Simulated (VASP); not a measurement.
A run of VASP 6.6.1 is set up as follows.

File POSCAR:

```
CdAu
1.0
    3.3200000000      0.0000000000      0.0000000000
    0.0000000000      3.3200000000      0.0000000000
    0.0000000000      0.0000000000      3.3200000000
Cd Au
1 1
Direct
    0.5000000000      0.5000000000      0.5000000000
    0.0000000000      0.0000000000      0.0000000000
```

File INCAR.step1:

```
  PREC = Accurate
  ENCUT = 520
  ISMEAR = -1
  SIGMA = 0.1
  LREAL = F
  LASPH = T
  NELM = 80
  NBANDS = 18
  GGA = PE
  ALGO = Normal
  EDIFF = 1E-4
  LWAVE = T
  LCHARG = F
```

File INCAR.step2:

```
  PREC = Accurate
  ENCUT = 520
  EDIFF = 1E-6
  ISMEAR = -1
  SIGMA = 0.1
  LREAL = F
  LASPH = T
  NELM = 80
  ALGO = Normal
  ISIF = 2
  LWAVE = F
  LCHARG = F
  METAGGA = R2SCAN
  LMIXTAU = T
  NBANDS = 18
  ISTART = 1
```

The input KPOINTS:

```
regular mesh
0
Gamma
  5 5 5
```

Potentials or basis: VASP PAW PBE potentials, release 64 (Cd, Au).

Command:

```console
$ cat potpaw_PBE.64/Cd/POTCAR potpaw_PBE.64/Au/POTCAR > POTCAR
$ cp INCAR.step1 INCAR
$ mpirun -np 1 vasp_std > vasp.out
$ cp INCAR.step2 INCAR
$ mpirun -np 1 vasp_std > vasp.out
```

(1) What does it give for the pressure?

Answers

(1) 4.3 GPa.

Caveat: the k points lie up to 0.38 Å⁻¹ apart; the PAW data sets were made with another functional, which shifts forces and pressure a little.
